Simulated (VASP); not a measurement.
Here is a VASP 6.6.1 calculation.

File POSCAR:

```
Pt
1.0
    2.5500000000      0.0000000000      0.0000000000
    0.0000000000      2.5500000000      0.0000000000
    0.0000000000      0.0000000000      2.5500000000
Pt
1
Direct
    0.0000000000      0.0000000000      0.0000000000
```

Contents of INCAR.step1:

```
PREC     = Accurate       # precision mode
ENCUT    = 600            # plane-wave cutoff, eV
ISMEAR   = -1             # smearing method
SIGMA    = 0.05           # smearing width, eV
LREAL    = False          # projectors in reciprocal space
LASPH    = True           # aspherical terms in the spheres
NELM     = 100            # most SCF steps
GGA      = PE             # functional
ALGO     = Normal         # electronic algorithm
EDIFF    = 1E-4           # SCF threshold, eV
LWAVE    = True           # write WAVECAR
LCHARG   = False          # write CHGCAR
```

The input INCAR.step2:

```
PREC     = Accurate       # precision mode
ENCUT    = 600            # plane-wave cutoff, eV
EDIFF    = 1E-6           # SCF threshold, eV
ISMEAR   = -1             # smearing method
SIGMA    = 0.05           # smearing width, eV
LREAL    = False          # projectors in reciprocal space
LASPH    = True           # aspherical terms in the spheres
NELM     = 100            # most SCF steps
ALGO     = Normal         # electronic algorithm
ISIF     = 3              # what is computed and relaxed
LWAVE    = False          # write WAVECAR
LCHARG   = False          # write CHGCAR
METAGGA  = R2SCAN         # meta-GGA
LMIXTAU  = True         
IBRION   = 2              # ionic algorithm
NSW      = 80             # ionic steps
EDIFFG   = -0.02          # ionic threshold
PSTRESS  = 300.0        
ISTART   = 1
```

File KPOINTS:

```
Automatic mesh
0
Gamma
  8 8 8
```

Potentials or basis: VASP PAW PBE potentials, release 64 (Pt).

Launch:

```bash
$ cat potpaw_PBE.64/Pt/POTCAR > POTCAR
$ cp INCAR.step1 INCAR
$ mpirun -np 1 vasp_std > vasp.out
$ cp INCAR.step2 INCAR
$ mpirun -np 1 vasp_std > vasp.out
```

Q: Predict the relaxed cell.

A: a = 2.515 Å, b = 2.515 Å, c = 2.515 Å, α = 90.00°, β = 90.00°, γ = 90.00°.

Q: Estimate the band gap on the k mesh.

A: Zero (band 5 reaches 12.83 eV, above the bottom of band 6 at 8.91 eV).

Final structure:
```
Pt
1.0
     2.51462    0.00000    0.00000
     0.00000    2.51462    0.00000
     0.00000    0.00000    2.51462
Pt
1
Cartesian
  0.0000 0.0000 0.0000
```

Caveat: the cell is relaxed towards a set pressure, so the enthalpy falls and the energy may rise; spin-orbit coupling is left out, which moves the levels of the heavy elements.
